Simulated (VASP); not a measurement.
Input of a VASP 6.6.1 run:

The input INCAR:

```
SYSTEM = Sn
PREC = Accurate ; ENCUT = 520
EDIFF = 1E-7 ; ISMEAR = -1
SIGMA = 0.05 ; LREAL = .False.
LASPH = .True. ; NELM = 100
ALGO = Fast ; ISIF = 2
LWAVE = .False. ; LCHARG = .False.
GGA = CA ; NBANDS = 21
```

File KPOINTS:

```
Automatic mesh
0
Gamma
  7 7 7
  0 0 0
```

The input POSCAR:

```
Sn
1.0
    0.0000000000      3.1673376916      3.1673376916
    3.1673376916      0.0000000000      3.1673376916
    3.1673376916      3.1673376916      0.0000000000
Sn
2
Direct
    0.7500000000      0.7500000000      0.7500000000
    0.5000000000      0.5000000000      0.5000000000
```

Potentials or basis: VASP PAW LDA potentials, release 64 (Sn_d).

Run with:

```sh
$ cat potpaw_LDA.64/Sn_d/POTCAR > POTCAR
$ mpirun -np 1 vasp_std > vasp.out
```

What does it give for the band gap on the k mesh?

Zero (filled and empty bands overlap).

Estimate the pressure.

3.5 GPa.

Caveat: spin-orbit coupling is left out, which moves the levels of the heavy elements.
